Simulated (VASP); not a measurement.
## Cd: single point with LDA

Crystal: Cd.

```
CELL_PARAMETERS angstrom
3.04481 0.00000 0.00000
1.52241 2.63689 0.00000
1.52241 0.87896 2.48608
ATOMIC_POSITIONS crystal
Cd 0.00000 0.00000 0.00000
```

```json
{"Program": "VASP 6.6.1", "Task": "single point", "Functional": "LDA", "Potentials or basis": "VASP PAW LDA potentials, release 64 (Cd)", "Cutoff": "520 eV", "k mesh": "10 × 10 × 10", "Occupations": "methfessel-paxton, width 0.2 eV", "Spin": "no spin polarisation", "Dipole correction": "no", "Further INCAR settings": "ALGO = Normal; EDIFF = 1e-07; NBANDS = 12"}
```

```yaml
Pressure: 0.6 GPa
Band_gap_on_the_k_mesh: zero (band 6 reaches 4.39 eV, above the bottom of band 7 at 2.07 eV)
```

Levels at points of the mesh, in eV from the Fermi level:
```
           k point  band 4  band 5  band 6  band 7  band 8  band 9
(0.00, 0.00, 0.00)   -9.51   -8.95   -8.95   14.12   15.59   15.59
(0.50, 0.00, 0.00)   -8.49   -8.49   -2.86   -1.37   13.08   13.08
(0.50, 0.50, 0.00)   -8.38   -8.38   -1.23    1.53    6.87    6.87
```

Run time: 3.6 s on 1 thread of Intel(R) Xeon(R) 6975P-C (Granite Rapids), on a shared host, peak memory 0.12 GiB.
